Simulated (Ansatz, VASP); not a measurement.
## PbS: VASP beside Ansatz

The input INCAR:

```
PREC = Accurate
ENCUT = 520
EDIFF = 1E-6
ISMEAR = 0
SIGMA = 0.05
LREAL = F
LASPH = T
NELM = 100
ALGO = Normal
ISIF = 2
LWAVE = F
LCHARG = F
GGA = PS
NBANDS = 17
```

KPOINTS

```
regular mesh
0
Gamma
  10 10 10
```

POSCAR

```
PbS
1.0
    0.0000000000      2.9650000000      2.9650000000
    2.9650000000      0.0000000000      2.9650000000
    2.9650000000      2.9650000000      0.0000000000
Pb S
1 1
Direct
    0.0709308600     -0.0959156830     -0.0144586847
    0.5000000000      0.5000000000      0.5000000000
```

Input for Ansatz:

```yaml
crystal:
  lattice:
    - [0.0, 2.965, 2.965]
    - [2.965, 0.0, 2.965]
    - [2.965, 2.965, 0.0]
  atoms:
    - { symbol: Pb, position: [0.07093086, -0.095915683, -0.0144586847] }
    - { symbol: S, position: [0.5, 0.5, 0.5] }
basis:
  ecutwfc: 420
kpoints:
  mp_grid: { grid: [10, 10, 10] }
hamiltonian:
  xc: pbesol
scf:
  occupations: { method: gaussian, width: 0.05 }
output:
  forces: true
  stress: true
  eigenvalues: true
  populations: true
```

Change from the starting cell: one atom moved.

Alike in both runs: task single point; functional PBEsol; k mesh 10 × 10 × 10; occupations gaussian, width 0.05 eV; no spin polarisation.

|  | VASP | Ansatz |
| --- | --- | --- |
| version | VASP 6.6.1 | Ansatz 0.2.0 |
| potentials or method | VASP PAW PBE potentials, release 64 (Pb_d, S), cutoff 520 eV | scalar-relativistic, plane waves, PAW |
| valence electrons in the cell | 20 | 20 |

|  | VASP | Ansatz | Ansatz less VASP |
| --- | --- | --- | --- |
| gap on the k mesh at the Fermi level (eV) | 0.51 | 0.51 | -0.003 |
| least direct gap on the mesh (eV) | 0.51 | 0.51 | -0.003 |
| pressure (GPa) | 1.4 | 1.5 | +0.03 |
| traceless stress, the component that is largest in VASP (GPa) | 2.66 | 2.65 | -0.005 |
| rms of the force components (eV/Å) | 0.369 | 0.367 | -0.0020 |

VASP's potentials were made for PBE, not for PBEsol. Atom by atom the forces differ by 0.002 eV/Å (rms over components).

Spin-orbit coupling is off throughout.
